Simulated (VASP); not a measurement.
Si: single point with r2SCAN+D4

Si:

```xyz
2
Lattice="0.0000 2.6953 2.6953 2.6953 0.0000 2.6953 2.6953 2.6953 0.0000" Properties=species:S:1:pos:R:3 pbc="T T T"
Si    4.0430    4.0430    4.0430
Si    2.6953    2.6953    2.6953
```

```yaml
Program: VASP 6.6.1
Task: single point
Functional: r2SCAN
Dispersion: D4
Potentials_or_basis: VASP PAW PBE potentials, release 64 (Si)
Cutoff: 550 eV
k_mesh: 6 × 6 × 6
Occupations: gaussian, width 0.01 eV
Spin: no spin polarisation
Dipole_correction: no
Further_INCAR_settings: ALGO = Normal; EDIFF = 1e-06; NBANDS = 11
```

| Property | Result |
| --- | --- |
| Pressure | 2.0 GPa |
| Band gap on the k mesh | 0.87 eV, indirect (least direct gap 2.77 eV) |
| Dispersion energy per atom | -0.121 eV |

Levels at points of the mesh, in eV from the valence-band top:
```
           k point  band 1  band 2  band 3  band 4  band 5  band 6  band 7  band 8  band 9
(0.00, 0.00, 0.00)  -12.69    0.00    0.00    0.00    2.77    2.77    2.77    4.27    8.13
(0.50, 0.00, 0.00)  -10.17   -7.38   -1.29   -1.29    1.97    3.57    3.57    8.37   11.22
(0.50, 0.50, 0.00)   -8.23   -8.23   -3.07   -3.07    0.87    0.87   11.09   11.09   11.69
```

Wall time 15 s on 1 thread of Intel(R) Xeon(R) 6975P-C (Granite Rapids), with other jobs on the host, peak memory 0.16 GiB.

Caveat: the PAW data sets were made with another functional, which shifts forces and pressure a little. A k mesh can miss the band edges.
